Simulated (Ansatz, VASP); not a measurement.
BiTe in VASP and in Ansatz

```
Bi Te
1.0
     0.00000    3.23500    3.23500
     3.23500    0.00000    3.23500
     3.23500    3.23500    0.00000
Bi Te
1 1
Cartesian
  0.0000 0.0000 0.0000
  3.2350 3.2350 3.2350
```

Alike in both runs: task relaxation of cell and atoms; functional BLYP; k mesh 7 × 7 × 7; occupations fermi-dirac, width 0.05 eV; no spin polarisation.

|  | VASP | Ansatz |
| --- | --- | --- |
| version | VASP 6.6.1 | Ansatz 0.2.0 |
| potentials or method | VASP PAW PBE potentials, release 64 (Bi_d, Te) | Ansatz PAW |
| plane-wave cutoff (eV) | 600 | 420 |
| valence electrons in the cell | 21 | 31 |

```tsv
	VASP	Ansatz	Ansatz less VASP
gap on the k mesh at the Fermi level, each at its own relaxed structure (eV)	none	none	-
relaxed volume (Å³/atom)	37.36	37.25	-0.104
relaxed cell length with the largest relative difference (Å)	4.728	4.723	-0.0044
```

VASP's potentials were made for PBE, not for BLYP. A gap of «none» marks a metal or a gap that the smearing closes. VASP's potentials hold 21 valence electrons a cell and Ansatz's 31, so a difference there can come from the potentials and not from the codes.

Neither program's run includes spin-orbit coupling. Noted on Ansatz's run: the plane-wave basis is chosen anew once the cell has moved, so the energies of steps on either side of that aren't comparable.
